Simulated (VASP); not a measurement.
# Ti (Fm-3m) in VASP: further runs, part 2 of 2

VASP 6.6.1. The steps go on from the part before.

**4. Electric field gradients, LDA (volume scaled by 1.06)**

Contents of INCAR:

```
PREC = Accurate
ENCUT = 520
EDIFF = 1E-8
ISMEAR = -1
SIGMA = 0.05
LREAL = False
LASPH = True
NELM = 80
ALGO = Normal
ISIF = 2
LWAVE = False
LCHARG = False
GGA = CA
LEFG = True
NBANDS = 12
```

Contents of KPOINTS:

```
regular mesh
0
Gamma
  14 14 14
```

Contents of POSCAR:

```
Ti
1.0
    0.0000000000      2.0698140295      2.0698140295
    2.0698140295      0.0000000000      2.0698140295
    2.0698140295      2.0698140295      0.0000000000
Ti
1
Direct
    0.0000000000      0.0000000000      0.0000000000
```

Potentials or basis: VASP PAW LDA potentials, release 64 (Ti_sv).

Launch:

```sh
$ cat potpaw_LDA.64/Ti_sv/POTCAR > POTCAR
$ mpirun -np 1 vasp_std > vasp.out
```

OUTCAR:

```text
PREC = Accurate
   ENCUT = 520
   EDIFF = 1E-8
   ISMEAR = -1
   LREAL = False
   LASPH = True
   NELM = 80
   ISIF = 2
   GGA = CA

 ion  position               nearest neighbor table
   1  0.000  0.000  0.000-

  LATTYP: Found a face centered cubic cell.
 ALAT       =     4.1396280590

  Lattice vectors:

 A1 = (   0.0000000000,   2.0698140295,   2.0698140295)
 A2 = (   2.0698140295,   0.0000000000,   2.0698140295)
 A3 = (   2.0698140295,   2.0698140295,   0.0000000000)

Analysis of symmetry for initial positions (statically):
=====================================================================
 Subroutine PRICEL returns:
 Original cell was already a primitive cell.

 Routine SETGRP: Setting up the symmetry group for a
 face centered cubic supercell.

 Subroutine GETGRP returns: Found 48 space group operations
 (whereof 48 operations were pure point group operations)
 out of a pool of 48 trial point group operations.

The static configuration has the point symmetry O_h .

Analysis of symmetry for dynamics (positions and initial velocities):
=====================================================================
 Subroutine PRICEL returns:
 Original cell was already a primitive cell.

 Routine SETGRP: Setting up the symmetry group for a
 face centered cubic supercell.

 Subroutine GETGRP returns: Found 48 space group operations
 (whereof 48 operations were pure point group operations)
 out of a pool of 48 trial point group operations.

The dynamic configuration has the point symmetry O_h .

 Subroutine INISYM returns: Found 48 space group operations
 (whereof 48 operations are pure point group operations),
 and found     1 'primitive' translations

----------------------------------------------------------------------------------------

                                     Primitive cell

  volume of cell :      17.7347

  direct lattice vectors                    reciprocal lattice vectors
     0.000000000  2.069814029  2.069814029    -0.241567596  0.241567596  0.241567596
     2.069814029  0.000000000  2.069814029     0.241567596 -0.241567596  0.241567596
     2.069814029  2.069814029  0.000000000     0.241567596  0.241567596 -0.241567596

  length of vectors
     2.927159072  2.927159072  2.927159072     0.418407350  0.418407350  0.418407350

  position of ions in fractional coordinates (direct lattice)
     0.000000000  0.000000000  0.000000000

  ion indices of the primitive-cell ions
   primitive index   ion index
                 1           1

----------------------------------------------------------------------------------------

 KPOINTS: regular mesh

Automatic generation of k-mesh.
 Grid dimensions read from file:
 generate k-points for:   14   14   14

 Generating k-lattice:

  Cartesian coordinates                     Fractional coordinates (reciprocal lattice)
[... 65 lines left out ...]
   NFREE  =      0    steps in history (QN), initial steepest desc. (CG)
   ISIF   =      2    stress and relaxation
   ISYM   =      2    0-nonsym 1-usesym 2-fastsym
   POTIM  = 0.5000    time-step for ionic-motion
   TEBEG  =    0.0;   TEEND  =   0.0 temperature during run
   PSTRESS=    0.0 pullay stress
   NELECT =      12.0000    total number of electrons
   NUPDOWN=      -1.0000    fix difference up-down
   EMIN   =  10.00;   EMAX   =-10.00  energy-range for DOS
   EFERMI =   0.00;   METHOD = LEGACY
   ISMEAR =    -1;   SIGMA  =   0.05  broadening in eV -4-tet -1-fermi 0-gaus
   EFERMI_NEDOS =   21; number of points for ismear=-14 and -15
   IALGO  =     38    algorithm
   IMIX   =      4    mixing-type and parameters
     AMIX     =   0.40;   BMIX     =  1.00
     AMIX_MAG =   1.60;   BMIX_MAG =  1.00
  volume/ion in A,a.u.               =      17.73       119.68
  Fermi-wavevector in a.u.,A,eV,Ry     =   1.437233  2.715977 28.104730  2.065639
  Thomas-Fermi vector in A             =   2.556334
   LORBIT       =      0    0 simple, 1 ext, 2 COOP (PROOUT), +10 PAW based schemes
   GGA     = CA    functional components
   LHFCALC =     F    Hartree Fock is set to
   AEXX    =    0.0000 exact exchange contribution
   IVDW    =     0    specifies the selected vdW correction
   LEPSILON=     F    determine dielectric tensor
   LRPA    =     F    only Hartree local field effects (RPA)
 non-spin polarized calculation
  energy-cutoff  :      520.00
  volume of cell :       17.73
 maximum number of plane-waves:       531
 NGX is ok and might be reduce to    24
   NGX = 11   NGY = 11   NGZ = 11

 number of electron      11.9999999 magnetization

 Free energy of the ion-electron system (eV)
  ---------------------------------------------------
  ext. energy  EPLUGINS =         0.00000000
  ---------------------------------------------------
  free energy    TOTEN  =        -8.44468221 eV

  energy without entropy =       -8.42865916  energy(sigma->0) =       -8.43667068

 E-fermi :   7.7600     XC(G=0): -11.6851

 val. band max:        7.7508017612   @ k =   0.2143   0.1429   0.0000
 cond. band min:       7.7614859604   @ k =  -0.4286   0.2857   0.1429
 fundamental gap:      0.0106841992
 Fermi energy:         7.7599971449

 k-point     1 :       0.0000    0.0000    0.0000
  band No.  band energies     occupation
      1     -48.2917      2.00000
      2     -24.5452      2.00000
      3     -24.5452      2.00000
      4     -24.5452      2.00000
      5       1.7943      2.00000
      6       8.5932      0.00000
      7       8.5932      0.00000
      8       8.5932      0.00000
      9      10.1502      0.00000
     10      10.1502      0.00000
     11      22.9973      0.00000
     12      27.2807      0.00000
[... 331 lines left out ...]
 k-point    24 :       0.2857    0.1429    0.0000
  band No.  band energies     occupation
      1     -48.2215      2.00000
      2     -24.8683      2.00000
      3     -24.6308      2.00000
      4     -24.6243      2.00000
      5       3.8808      2.00000
      6       7.5027      1.98843
      7       8.7254      0.00000
      8       9.2118      0.00000
      9       9.9419      0.00000
     10      10.6430      0.00000
     11      21.1395      0.00000
     12      23.7411      0.00000

 [... further k-points ...]
[... 5 lines left out ...]
  --------------------------------------------------------------------------------------
  -------------------------------------------------------------------------------------
  Total       -1.1537366     -1.1537366     -1.1537366     -0.0000000      0.0000000     -0.0000000
  in kB     -104.2301299   -104.2301299   -104.2301299     -0.0000000      0.0000000     -0.0000000
  external PRESSURE =    -104.2301299 kB  Pullay stress =       0.0000000 kB

 VOLUME and BASIS-vectors are now :
 -----------------------------------------------------------------------------
  energy-cutoff  :      520.00
  volume of cell :       17.73
      direct lattice vectors                 reciprocal lattice vectors
     0.000000000  2.069814029  2.069814029    -0.241567596  0.241567596  0.241567596
     2.069814029  0.000000000  2.069814029     0.241567596 -0.241567596  0.241567596
     2.069814029  2.069814029  0.000000000     0.241567596  0.241567596 -0.241567596

 POSITION                                       TOTAL-FORCE (eV/Angst)
 -----------------------------------------------------------------------------------
      0.00000      0.00000      0.00000         0.000000      0.000000      0.000000
 -----------------------------------------------------------------------------------
    total drift:                               -0.000000      0.000000     -0.000000

  FREE ENERGIE OF THE ION-ELECTRON SYSTEM (eV)
  ---------------------------------------------------
  free  energy   TOTEN  =        -8.4446822103 eV

  energy  without entropy=       -8.4286591563  energy(sigma->0) =       -8.43667068

 Electric field gradients (V/A^2)
---------------------------------------------------------------------
 ion       V_xx      V_yy      V_zz      V_xy      V_xz      V_yz
---------------------------------------------------------------------
   1       0.000     0.000    -0.000     0.000     0.000     0.000
---------------------------------------------------------------------

 Electric field gradients after diagonalization (V/A^2)
 (convention: |V_zz| > |V_xx| > |V_yy|)
----------------------------------------------------------------------
 ion       V_xx      V_yy      V_zz     asymmetry (V_yy - V_xx)/ V_zz
----------------------------------------------------------------------
   1      -0.000    -0.000     0.001       0.000
----------------------------------------------------------------------

           NMR quadrupolar parameters

 Cq : quadrupolar parameter    Cq=e*Q*V_zz/h
 eta: asymmetry parameters     (V_yy - V_xx)/ V_zz
 Q  : nuclear electric quadrupole moment in mb (millibarn)
----------------------------------------------------------------------
 ion       Cq(MHz)       eta       Q (mb)
----------------------------------------------------------------------
   1       0.000       0.000       1.000
----------------------------------------------------------------------
```

stdout:

```text
POSCAR found type information on POSCAR Ti
 POSCAR found :  1 types and       1 ions
 scaLAPACK will be used
 LDA part: xc-table for (Slater(with rela. corr.)+CA(PZ))
 , standard interpolation
 POSCAR, INCAR and KPOINTS ok, starting setup
 FFT: planning ... GRIDC
 FFT: planning ... GRID_SOFT
 FFT: planning ... GRID
 WAVECAR not read
 entering main loop
ion   1
```

It took 14 s on 1 thread of Intel Xeon 6975P-C, shared host; peak memory 0.14 GiB.

What came out:

* Free energy: -8.4447 eV
* Pressure: -10.4 GPa
* Band gap on the k mesh: zero (band 6 reaches 8.59 eV, above the bottom of band 7 at 7.37 eV)

Caveat: without QUAD_EFG the Cq values of the log hold for a quadrupole moment of 1 mb, not for the nuclei.
